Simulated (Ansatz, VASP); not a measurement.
## CaO in VASP and in Ansatz

```
CELL_PARAMETERS angstrom
2.43125 2.43125 0.00000
-2.43125 2.43125 0.00000
0.00000 2.43125 2.35964
ATOMIC_POSITIONS crystal
Ca 0.00000 0.00000 0.00000
O 0.50000 0.50000 0.00000
```

Change from the starting cell: film at in-plane strain +0.02.

Alike in both runs: task single point; functional PBEsol; k mesh 8 × 8 × 8; no spin polarisation.

```csv
,VASP,Ansatz
version,VASP 6.6.1,Ansatz 0.2.0
potentials or method,"VASP PAW PBE potentials, release 64 (Ca_sv, O), cutoff 520 eV","all-electron LAPW, scalar-relativistic"
occupations,"gaussian, width 0.01 eV",fixed
```

VASP gave:

| Property | Result |
| --- | --- |
| gap on the k mesh at the Fermi level (eV) | 3.42 |
| pressure (GPa) | -2.4 |
| traceless stress, the component that is largest in VASP (GPa) | 3.14 |

Task: Which values does Ansatz return?

Result: gap on the k mesh at the Fermi level (eV): 3.44; pressure (GPa): -3.0; traceless stress, the component that is largest in VASP (GPa): 3.00.

VASP's potentials were made for PBE, not for PBEsol. Ansatz ran all-electron here, and VASP with PAW potentials.
